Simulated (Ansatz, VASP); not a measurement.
# One calculation of GaN, two programs

Contents of POSCAR:

```
GaN
1.0
    3.1150838257      0.0000000000      0.0000000000
   -1.5575419129      2.6977417280      0.0000000000
    0.0000000000      0.0000000000      5.0605418376
Ga N
2 2
Direct
    0.6666666667      0.3333333333      0.5000000000
    0.3333333333      0.6666666667      0.0000000000
    0.6666666667      0.3333333333      0.8750000000
    0.3333333333      0.6666666667      0.3750000000
```

The input INCAR.step1:

```
PREC = Accurate
ENCUT = 520
ISMEAR = -1
SIGMA = 0.05
LREAL = F
LASPH = T
NELM = 150
MAGMOM = 0 0 0 0 0 0 0 0 0 0 0 0
LSORBIT = T
GGA_COMPAT = F
NBANDS = 50
GGA = PE
ALGO = Normal
EDIFF = 1E-4
LWAVE = T
LCHARG = F
```

Contents of INCAR.step2:

```
PREC = Accurate
ENCUT = 520
EDIFF = 1E-7
ISMEAR = -1
SIGMA = 0.05
LREAL = F
LASPH = T
NELM = 150
ALGO = Normal
ISIF = 2
LWAVE = F
LCHARG = T
MAGMOM = 0 0 0 0 0 0 0 0 0 0 0 0
LORBIT = 11
LSORBIT = T
GGA_COMPAT = F
LORBMOM = T
METAGGA = R2SCAN
LMIXTAU = T
LVHAR = T
NBANDS = 50
ISTART = 1
```

File KPOINTS:

```
regular mesh
0
Gamma
  10 10 5
```

The input input.yaml:

```yaml
crystal:
  lattice:
    - [3.1150838257, 0.0, 0.0]
    - [-1.5575419129, 2.697741728, 0.0]
    - [0.0, 0.0, 5.0605418376]
  atoms:
    - { symbol: Ga, position: [0.6666666667, 0.3333333333, 0.5] }
    - { symbol: Ga, position: [0.3333333333, 0.6666666667, 0.0] }
    - { symbol: "N", position: [0.6666666667, 0.3333333333, 0.875] }
    - { symbol: "N", position: [0.3333333333, 0.6666666667, 0.375] }
hamiltonian:
  xc: r2scan
  pseudopotentials: { kind: paw_fr }
magnetization:
  noncollinear: true
  spin_orbit: true
kpoints:
  mp_grid: { grid: [10, 10, 5] }
scf:
  occupations: { method: fermi_dirac, width: 0.05 }
output:
  forces: true
  stress: true
  eigenvalues: true
```

Alike in both runs: task single point; functional r2SCAN; k mesh 10 × 10 × 5; occupations fermi-dirac, width 0.05 eV; non-collinear spin, spin-orbit coupling.

```csv
,VASP,Ansatz
version,VASP 6.6.1,Ansatz 0.2.0
potentials or method,"VASP PAW PBE potentials, release 64 (Ga_d, N)",Ansatz PAW
plane-wave cutoff (eV),520,500
valence electrons in the cell,36,36
```

|  | VASP | Ansatz | Ansatz less VASP |
| --- | --- | --- | --- |
| pressure (GPa) | 16.6 | 15.3 | -1.35 |
| traceless stress, the component that is largest in VASP (GPa) | 1.73 | 1.76 | +0.035 |
| rms of the force components (eV/Å) | 0.094 | 0.093 | -0.0013 |
| net moment per atom (μB) | 0.00 | 0.00 | 0.000 |

VASP's potentials were made for PBE, not for r2SCAN. Atom by atom the forces differ by 0.001 eV/Å (rms over components).

Noted on Ansatz's run: odd divisions of the mesh miss points on the zone boundary, where band edges often lie, so the gap on the mesh can be too wide.
